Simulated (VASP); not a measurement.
Write the native input for VASP 6.6.1 that does the following.

| Quantity | Value |
| --- | --- |
| Task | relaxation of cell and atoms |
| Functional | PBE |
| Potentials or basis | VASP PAW PBE potentials, release 64 (Ba_sv) |
| Cutoff | 500 eV |
| k mesh | 8 × 8 × 8 |
| Occupations | fermi-dirac, width 0.1 eV |
| Spin | no spin polarisation |
| Dipole correction | no |
| Further INCAR settings | ALGO = Normal; EDIFF = 1e-07; IBRION = 2; EDIFFG = -0.02; NSW = 80; ISIF = 3 |

The structure of Ba lies in POSCAR:

```
Ba
1.0
    0.0000000000      4.3400000000      4.3400000000
    4.3400000000      0.0000000000      4.3400000000
    4.3400000000      4.3400000000      0.0000000000
Ba
2
Direct
    1.0000000000      1.0000000000      1.0000000000
    0.2500000000      0.2500000000      0.2500000000
```

This isn't the form of Ba at room conditions, which is bcc.

One way to write it, as run:

INCAR

```
PREC = Accurate
ENCUT = 500
EDIFF = 1E-7
ISMEAR = -1
SIGMA = 0.1
LREAL = F
LASPH = T
NELM = 120
ALGO = Normal
ISIF = 3
LWAVE = F
LCHARG = F
GGA = PE
IBRION = 2
NSW = 80
EDIFFG = -0.02
GGA_COMPAT = F
NELMIN = 4
```

KPOINTS

```
regular mesh
0
Gamma
  8 8 8
```

Potentials or basis: VASP PAW PBE potentials, release 64 (Ba_sv).

Launch:

```bash
$ cat potpaw_PBE.64/Ba_sv/POTCAR > POTCAR
$ mpirun -np 1 vasp_std > vasp.out
```

Results of the run:

```json
{"Relaxed volume": "60.00 Å³/atom", "Relaxed cell": "a = 5.537 Å, b = 5.537 Å, c = 5.537 Å, α = 60.00°, β = 60.00°, γ = 60.00°", "Space group after relaxing (to 0.1 Å)": "Fd-3m (No. 227)", "Energy gained by relaxing": "29.1 meV/atom", "Ionic steps": "10", "Pressure after relaxing": "0.0 GPa", "Band gap on the k mesh": "zero (bands 10 and 11 overlap by 0.15 eV)"}
```

Caveat: the volume moved by over 15 % at a fixed basis, so the end points are rough; spin-orbit coupling is left out, which moves the levels of the heavy elements.

It took 4.9 min on 1 thread of Intel(R) Xeon(R) 6975P-C (Granite Rapids) (shared host), peak memory 0.37 GiB.
